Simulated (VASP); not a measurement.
# Sb (I4/mmm) in VASP: notebook

The runs below take Sb through electric field gradients, with PBEsol.

All numbers are computed with VASP 6.6.1; they aren't measurements. Logs are shortened: lines on timing, memory, paths and dates and some standing lists are left out, and cuts for length are marked.

**1. The cell of the first run**

It takes space group I4/mmm (No. 139, tetragonal). The conventional cell has a = 3.030 Å, b = 3.030 Å, c = 4.993 Å, α = 90.00°, β = 90.00°, γ = 90.00°. Sb (site symmetry 4/mmm) has 12 Sb at 3.03 to 3.29 Å within 4.0 Å.

**2. Electric field gradients, PBEsol (22.92 Å³/atom)**

Contents of INCAR:

```
SYSTEM = Sb
  ALGO = Normal
  EDIFF = 1E-8
  ENCUT = 520
  GGA = PS
  ISIF = 2
  ISMEAR = -1
  ISYM = 0
  LASPH = .TRUE.
  LCHARG = .FALSE.
  LEFG = .TRUE.
  LREAL = .FALSE.
  LWAVE = .FALSE.
  NBANDS = 8
  NELM = 80
  PREC = Accurate
  SIGMA = 0.03
```

Contents of KPOINTS:

```
k-points
0
G
  13 13 15
  0 0 0
```

Contents of POSCAR:

```
Sb
1.0
   -1.5149671779      1.5149671779      2.4964243197
    1.5149671779     -1.5149671779      2.4964243197
    1.5149671779      1.5149671779     -2.4964243197
Sb
1
Direct
    0.0000000000      0.0000000000      0.0000000000
```

Potentials or basis: VASP PAW PBE potentials, release 64 (Sb).

On the command line:

```
cat potpaw_PBE.64/Sb/POTCAR > POTCAR
mpirun -np 1 vasp_std > vasp.out
```

OUTCAR:

```text
SYSTEM = Sb
   EDIFF = 1E-8
   ENCUT = 520
   GGA = PS
   ISIF = 2
   ISMEAR = -1
   ISYM = 0
   LASPH = .TRUE.
   LREAL = .FALSE.
   NELM = 80
   PREC = Accurate

 ion  position               nearest neighbor table
   1  0.000  0.000  0.000-

IMPORTANT INFORMATION: All symmetrisations will be switched off!
NOSYMM: (Re-)initialisation of all symmetry stuff for point group C_1.

----------------------------------------------------------------------------------------

                                     Primitive cell

  volume of cell :      22.9184

  direct lattice vectors                    reciprocal lattice vectors
    -1.514967178  1.514967178  2.496424320     0.000000000  0.330040154  0.200286464
     1.514967178 -1.514967178  2.496424320     0.330040154  0.000000000  0.200286464
     1.514967178  1.514967178 -2.496424320     0.330040154  0.330040154  0.000000000

  length of vectors
     3.289739425  3.289739425  3.289739425     0.386058507  0.386058507  0.466747261

  position of ions in fractional coordinates (direct lattice)
     0.000000000  0.000000000  0.000000000

  ion indices of the primitive-cell ions
   primitive index   ion index
                 1           1

----------------------------------------------------------------------------------------

 KPOINTS: k-points

Automatic generation of k-mesh.
 Grid dimensions read from file:
 generate k-points for:   13   13   15

 Generating k-lattice:

  Cartesian coordinates                     Fractional coordinates (reciprocal lattice)
     0.000000000  0.025387704  0.015406651     0.076923077  0.000000000  0.000000000
     0.025387704  0.000000000  0.015406651     0.000000000  0.076923077  0.000000000
     0.022002677  0.022002677  0.000000000     0.000000000  0.000000000  0.066666667

  Length of vectors
     0.029696808  0.029696808  0.031116484

  Shift w.r.t. Gamma in fractional coordinates (k-lattice)
     0.000000000  0.000000000  0.000000000

 -----------------------------------------------------------------------------
|                                                                             |
|           W    W    AA    RRRRR   N    N  II  N    N   GGGG   !!!           |
|           W    W   A  A   R    R  NN   N  II  NN   N  G    G  !!!           |
|           W    W  A    A  R    R  N N  N  II  N N  N  G       !!!           |
|           W WW W  AAAAAA  RRRRR   N  N N  II  N  N N  G  GGG   !            |
|           WW  WW  A    A  R   R   N   NN  II  N   NN  G    G                |
|           W    W  A    A  R    R  N    N  II  N    N   GGGG   !!!           |
|                                                                             |
|     Your reciprocal lattice and k-lattice belong to different lattice       |
|     classes:                                                                |
|                                                                             |
|        The reciprocal lattice is body-centered tetragonal,                  |
|        whereas your k-lattice is base-centered monoclinic.                  |
|                                                                             |
|     Results are often still useful ...                                      |
|                                                                             |
 -----------------------------------------------------------------------------

 WARNING: IBZKPT: internal override: KBLOWUP is changed to .FALSE.
      ... skipping the blow-up phase ...

 Subroutine IBZKPT returns following result:
 ===========================================

 Found   1268 irreducible k-points:

 Following reciprocal coordinates:
            Coordinates               Weight
  0.000000  0.000000  0.000000      1.000000
  0.076923 -0.000000  0.000000      2.000000
  0.153846 -0.000000  0.000000      2.000000
  0.230769 -0.000000  0.000000      2.000000
  0.307692 -0.000000  0.000000      2.000000
  0.384615  0.000000  0.000000      2.000000
[... 16 lines left out ...]
  0.153846  0.153846  0.000000      2.000000
  0.230769  0.153846  0.000000      2.000000
 [... further k-points ...]
   k-points           NKPTS =   1268   k-points in BZ     NKDIM =   1268   number of bands    NBANDS=      8
   number of dos      NEDOS =    301   number of ions     NIONS =      1
   total plane-waves  NPLWV =  13824
   dimension x,y,z NGX =    24 NGY =   24 NGZ =   24
   dimension x,y,z NGXF=    48 NGYF=   48 NGZF=   48
   ions per type =               1
   NGX,Y,Z   is equivalent  to a cutoff of  12.13, 12.13, 12.13 a.u.
   NGXF,Y,Z  is equivalent  to a cutoff of  24.26, 24.26, 24.26 a.u.
 SYSTEM =  Sb
   PREC   = accura    normal or accurate (medium, high low for compatibility)
   ISTART =      0    job   : 0-new  1-cont  2-samecut
   ICHARG =      2    charge: 1-file 2-atom 10-const
   ISPIN  =      1    spin polarized calculation?
   LNONCOLLINEAR =      F non collinear calculations
   LSORBIT =      F    spin-orbit coupling
   LASPH  =      T    aspherical Exc in radial PAW
   ENCUT  =  520.0 eV  38.22 Ry    6.18 a.u.   6.12  6.12  6.12*2*pi/ulx,y,z
   NELM   =     80;   NELMIN=  2; NELMDL= -5     # of ELM steps
   EDIFF  = 0.1E-07   stopping-criterion for ELM
   LREAL  =      F    real-space projection
   EDIFFG = 0.1E-06   stopping-criterion for IOM
   NSW    =      0    number of steps for IOM
   IBRION =     -1    ionic relax: 0-MD 1-quasi-New 2-CG
   NFREE  =      0    steps in history (QN), initial steepest desc. (CG)
   ISIF   =      2    stress and relaxation
   ISYM   =      0    0-nonsym 1-usesym 2-fastsym
   POTIM  = 0.5000    time-step for ionic-motion
   TEBEG  =    0.0;   TEEND  =   0.0 temperature during run
   PSTRESS=    0.0 pullay stress
   NELECT =       5.0000    total number of electrons
   NUPDOWN=      -1.0000    fix difference up-down
   EMIN   =  10.00;   EMAX   =-10.00  energy-range for DOS
   EFERMI =   0.00;   METHOD = LEGACY
   ISMEAR =    -1;   SIGMA  =   0.03  broadening in eV -4-tet -1-fermi 0-gaus
   EFERMI_NEDOS =   21; number of points for ismear=-14 and -15
   IALGO  =     38    algorithm
   IMIX   =      4    mixing-type and parameters
     AMIX     =   0.40;   BMIX     =  1.00
     AMIX_MAG =   1.60;   BMIX_MAG =  1.00
  volume/ion in A,a.u.               =      22.92       154.66
  Fermi-wavevector in a.u.,A,eV,Ry     =   0.985530  1.862382 13.214924  0.971270
  Thomas-Fermi vector in A             =   2.116844
   LORBIT       =      0    0 simple, 1 ext, 2 COOP (PROOUT), +10 PAW based schemes
   GGA     = PS    functional components
   LHFCALC =     F    Hartree Fock is set to
   AEXX    =    0.0000 exact exchange contribution
   IVDW    =     0    specifies the selected vdW correction
   LEPSILON=     F    determine dielectric tensor
   LRPA    =     F    only Hartree local field effects (RPA)
 non-spin polarized calculation
  energy-cutoff  :      520.00
  volume of cell :       22.92
 maximum number of plane-waves:       634
   NGX = 13   NGY = 13   NGZ = 13

 number of electron       5.0000000 magnetization

 Free energy of the ion-electron system (eV)
  ---------------------------------------------------
  ext. energy  EPLUGINS =         0.00000000
  ---------------------------------------------------
  free energy    TOTEN  =        -4.19250150 eV

  energy without entropy =       -4.19050176  energy(sigma->0) =       -4.19150163

 E-fermi :  10.6504     XC(G=0): -11.0391

 val. band max:       10.6467713252   @ k =  -0.2308  -0.1538   0.4667
 cond. band min:      10.6515936508   @ k =   0.4615  -0.0769   0.4000
 fundamental gap:      0.0048223256
 Fermi energy:        10.6503677469

 k-point     1 :       0.0000    0.0000    0.0000
  band No.  band energies     occupation
      1      -3.6978      2.00000
      2      16.9564      0.00000
      3      17.2474      0.00000
      4      17.2505      0.00000
      5      20.7350      0.00000
      6      21.1190      0.00000
      7      21.7519      0.00000
      8      21.7539      0.00000

 k-point     2 :       0.0769   -0.0000    0.0000
  band No.  band energies     occupation
      1      -3.5605      2.00000
      2      15.8195      0.00000
      3      16.6505      0.00000
      4      17.1721      0.00000
      5      20.1606      0.00000
      6      21.1152      0.00000
      7      22.0098      0.00000
      8      22.0226      0.00000

 k-point     3 :       0.1538   -0.0000    0.0000
  band No.  band energies     occupation
      1      -3.1492      2.00000
      2      13.2603      0.00000
      3      15.8184      0.00000
      4      17.0019      0.00000
      5      19.4903      0.00000
      6      20.6570      0.00000
      7      22.6868      0.00000
      8      22.8788      0.00000

 k-point     4 :       0.2308   -0.0000    0.0000
  band No.  band energies     occupation
      1      -2.4663      2.00000
      2      10.5735      1.85691
      3      14.9310      0.00000
      4      16.8398      0.00000
      5      18.8491      0.00000
      6      20.3473      0.00000
      7      23.3317      0.00000
      8      24.1842      0.00000

 k-point     5 :       0.3077   -0.0000    0.0000
  band No.  band energies     occupation
      1      -1.5214      2.00000
      2       8.0373      2.00000
      3      14.1708      0.00000
      4      16.7420      0.00000
      5      18.3078      0.00000
      6      20.3077      0.00000
      7      22.7575      0.00000
      8      23.4015      0.00000
[... 177 lines left out ...]
 k-point    22 :       0.0769    0.1538    0.0000
  band No.  band energies     occupation
      1      -2.8659      2.00000
      2      12.6149      0.00000
      3      14.7120      0.00000
      4      16.1770      0.00000
      5      19.6658      0.00000
      6      20.5576      0.00000
      7      22.1619      0.00000
      8      23.8421      0.00000

 k-point    23 :       0.1538    0.1538    0.0000
  band No.  band energies     occupation
      1      -2.3107      2.00000
      2      11.9178      0.00000
      3      12.5163      0.00000
      4      15.3316      0.00000
      5      20.1490      0.00000
      6      20.5297      0.00000
      7      22.5605      0.00000
      8      22.6529      0.00000

 k-point    24 :       0.2308    0.1538    0.0000
  band No.  band energies     occupation
      1      -1.4898      2.00000
      2       9.6258      2.00000
      3      12.0160      0.00000
      4      14.5052      0.00000
      5      19.5793      0.00000
      6      20.7057      0.00000
      7      22.2586      0.00000
      8      23.2776      0.00000

 [... further k-points ...]
[... 5 lines left out ...]
  --------------------------------------------------------------------------------------
  -------------------------------------------------------------------------------------
  Total        1.9401739      1.9401739      1.6341365      0.0200445     -0.0090869     -0.0090869
  in kB      135.6333183    135.6333191    114.2389128      1.4012663     -0.6352432     -0.6352436
  external PRESSURE =     128.5018501 kB  Pullay stress =       0.0000000 kB

 VOLUME and BASIS-vectors are now :
 -----------------------------------------------------------------------------
  energy-cutoff  :      520.00
  volume of cell :       22.92
      direct lattice vectors                 reciprocal lattice vectors
    -1.514967178  1.514967178  2.496424320     0.000000000  0.330040154  0.200286464
     1.514967178 -1.514967178  2.496424320     0.330040154  0.000000000  0.200286464
     1.514967178  1.514967178 -2.496424320     0.330040154  0.330040154  0.000000000

 POSITION                                       TOTAL-FORCE (eV/Angst)
 -----------------------------------------------------------------------------------
      0.00000      0.00000      0.00000         0.000000     -0.000000      0.000000
 -----------------------------------------------------------------------------------
    total drift:                                0.000000     -0.000000      0.000000

  FREE ENERGIE OF THE ION-ELECTRON SYSTEM (eV)
  ---------------------------------------------------
  free  energy   TOTEN  =        -4.1925015005 eV

  energy  without entropy=       -4.1905017624  energy(sigma->0) =       -4.19150163

 Electric field gradients (V/A^2)
---------------------------------------------------------------------
 ion       V_xx      V_yy      V_zz      V_xy      V_xz      V_yz
---------------------------------------------------------------------
   1     -22.196   -22.196    44.393     3.965    -0.651    -0.651
---------------------------------------------------------------------

 Electric field gradients after diagonalization (V/A^2)
 (convention: |V_zz| > |V_xx| > |V_yy|)
----------------------------------------------------------------------
 ion       V_xx      V_yy      V_zz     asymmetry (V_yy - V_xx)/ V_zz
----------------------------------------------------------------------
   1     -26.161   -18.245    44.406       0.178
----------------------------------------------------------------------

           NMR quadrupolar parameters

 Cq : quadrupolar parameter    Cq=e*Q*V_zz/h
 eta: asymmetry parameters     (V_yy - V_xx)/ V_zz
 Q  : nuclear electric quadrupole moment in mb (millibarn)
----------------------------------------------------------------------
 ion       Cq(MHz)       eta       Q (mb)
----------------------------------------------------------------------
   1       0.107       0.178       1.000
----------------------------------------------------------------------
```

It took 83 s on 1 thread of Intel Xeon Platinum 8488C (Sapphire Rapids), shared host; peak memory 0.33 GiB.

Results:

```
Free energy                             : -4.1925 eV
Pressure                                : 12.9 GPa
Band gap on the k mesh                  : zero (an odd number of electrons rules out a gap without spin polarisation)
Largest electric field gradient by atom : Sb +44.4 V/Å²
```

Stress tensor (GPa, compression positive):
```
13.56  0.14 -0.06
 0.14 13.56 -0.06
-0.06 -0.06 11.42
```

Levels at points of the mesh, in eV from the Fermi level:
| k point | band 1 | band 2 | band 3 | band 4 | band 5 | band 6 |
| --- | --- | --- | --- | --- | --- | --- |
| (0.00, 0.00, 0.00) | -14.35 | 6.31 | 6.60 | 6.60 | 10.08 | 10.47 |

Electric field gradients, principal values (V/Å²):
```
atom    least   middle  greatest (by size)
1 Sb  -18.245  -26.161              44.406
```

Caveat: the cell stands under pressure; without QUAD_EFG the Cq values of the log hold for a quadrupole moment of 1 mb, not for the nuclei; the PAW data sets were made with another functional, which shifts forces and pressure a little; spin-orbit coupling is left out, which moves the levels of the heavy elements.

**3. Electric field gradients, PBEsol (22.92 Å³/atom)**

Contents of INCAR:

```
PREC = Accurate ; ENCUT = 520
EDIFF = 1E-8 ; ISMEAR = -1
SIGMA = 0.03 ; LREAL = F
LASPH = T ; NELM = 100
ALGO = Normal ; ISIF = 2
LWAVE = F ; LCHARG = F
GGA = PS ; LEFG = T
ISYM = 0 ; NBANDS = 8
```

Contents of KPOINTS:

```
Automatic mesh
0
Gamma
  13 13 15
```

POSCAR is that of step 2.

Potentials or basis: VASP PAW PBE potentials, release 64 (Sb).

On the command line:

```
cat potpaw_PBE.64/Sb/POTCAR > POTCAR
mpirun -np 1 vasp_std > vasp.out
```

OUTCAR:

```text
PREC = Accurate
   ENCUT = 520
   EDIFF = 1E-8
   ISMEAR = -1
   LREAL = F
   LASPH = T
   NELM = 100
   ISIF = 2
   GGA = PS
   ISYM = 0

 ion  position               nearest neighbor table
   1  0.000  0.000  0.000-

IMPORTANT INFORMATION: All symmetrisations will be switched off!
NOSYMM: (Re-)initialisation of all symmetry stuff for point group C_1.

----------------------------------------------------------------------------------------

                                     Primitive cell

  volume of cell :      22.9184

  direct lattice vectors                    reciprocal lattice vectors
    -1.514967178  1.514967178  2.496424320     0.000000000  0.330040154  0.200286464
     1.514967178 -1.514967178  2.496424320     0.330040154  0.000000000  0.200286464
[... 433 lines left out ...]
  external PRESSURE =     128.5018501 kB  Pullay stress =       0.0000000 kB

 VOLUME and BASIS-vectors are now :
 -----------------------------------------------------------------------------
  energy-cutoff  :      520.00
  volume of cell :       22.92
      direct lattice vectors                 reciprocal lattice vectors
    -1.514967178  1.514967178  2.496424320     0.000000000  0.330040154  0.200286464
     1.514967178 -1.514967178  2.496424320     0.330040154  0.000000000  0.200286464
     1.514967178  1.514967178 -2.496424320     0.330040154  0.330040154  0.000000000

 POSITION                                       TOTAL-FORCE (eV/Angst)
 -----------------------------------------------------------------------------------
      0.00000      0.00000      0.00000         0.000000     -0.000000      0.000000
 -----------------------------------------------------------------------------------
    total drift:                                0.000000     -0.000000      0.000000

  FREE ENERGIE OF THE ION-ELECTRON SYSTEM (eV)
  ---------------------------------------------------
  free  energy   TOTEN  =        -4.1925015005 eV

  energy  without entropy=       -4.1905017624  energy(sigma->0) =       -4.19150163

 Electric field gradients (V/A^2)
---------------------------------------------------------------------
 ion       V_xx      V_yy      V_zz      V_xy      V_xz      V_yz
---------------------------------------------------------------------
   1     -22.196   -22.196    44.393     3.965    -0.651    -0.651
---------------------------------------------------------------------

 Electric field gradients after diagonalization (V/A^2)
 (convention: |V_zz| > |V_xx| > |V_yy|)
----------------------------------------------------------------------
 ion       V_xx      V_yy      V_zz     asymmetry (V_yy - V_xx)/ V_zz
----------------------------------------------------------------------
   1     -26.161   -18.245    44.406       0.178
----------------------------------------------------------------------

           NMR quadrupolar parameters

 Cq : quadrupolar parameter    Cq=e*Q*V_zz/h
 eta: asymmetry parameters     (V_yy - V_xx)/ V_zz
 Q  : nuclear electric quadrupole moment in mb (millibarn)
----------------------------------------------------------------------
 ion       Cq(MHz)       eta       Q (mb)
----------------------------------------------------------------------
   1       0.107       0.178       1.000
----------------------------------------------------------------------
```

OSZICAR:

```text
N       E                     dE             d eps       ncg     rms          rms(c)
DAV:   1     0.474409317285E+01    0.47441E+01   -0.17269E+03 20648   0.415E+02
DAV:   2    -0.411463234919E+01   -0.88587E+01   -0.84762E+01 28680   0.540E+01
DAV:   3    -0.420112485041E+01   -0.86493E-01   -0.86209E-01 24864   0.601E+00
DAV:   4    -0.420133321793E+01   -0.20837E-03   -0.20836E-03 31248   0.350E-01
DAV:   5    -0.420133357845E+01   -0.36052E-06   -0.36134E-06 26072   0.931E-03    0.229E+00
DAV:   6    -0.419580153227E+01    0.55320E-02   -0.10461E-03 26816   0.154E-01    0.135E+00
DAV:   7    -0.419251187179E+01    0.32897E-02   -0.23416E-03 23888   0.229E-01    0.301E-02
DAV:   8    -0.419250190028E+01    0.99715E-05   -0.50035E-05 28472   0.512E-02    0.719E-03
DAV:   9    -0.419250180145E+01    0.98837E-07   -0.70925E-07 28176   0.601E-03    0.349E-03
DAV:  10    -0.419250157505E+01    0.22640E-06   -0.32924E-08 27960   0.101E-03    0.613E-04
DAV:  11    -0.419250151799E+01    0.57061E-07   -0.16424E-09 17584   0.259E-04    0.745E-05
DAV:  12    -0.419250150079E+01    0.17201E-07   -0.10537E-10 12624   0.752E-05    0.691E-06
DAV:  13    -0.419250150048E+01    0.30468E-09   -0.93927E-12 11240   0.247E-05
   1 F= -.41925015E+01 E0= -.41915016E+01  d E =-.199974E-02
```

Wall time 83 s (1 thread of Intel Xeon Platinum 8488C (Sapphire Rapids), shared host); peak memory 0.33 GiB.

What came out:

| Quantity | Value |
| --- | --- |
| Free energy | -4.1925 eV |
| Pressure | 12.9 GPa |
| Band gap on the k mesh | zero (an odd number of electrons rules out a gap without spin polarisation) |
| Largest electric field gradient by atom | Sb +44.4 V/Å² |

Electric field gradients, principal values (V/Å²):
```tsv
atom	least	middle	greatest (by size)
1 Sb	-18.245	-26.161	44.406
```

Caveat: the cell stands under pressure; without QUAD_EFG the Cq values of the log hold for a quadrupole moment of 1 mb, not for the nuclei; the PAW data sets were made with another functional, which shifts forces and pressure a little; spin-orbit coupling is left out, which moves the levels of the heavy elements.

(Continued in part 2 of 2.)
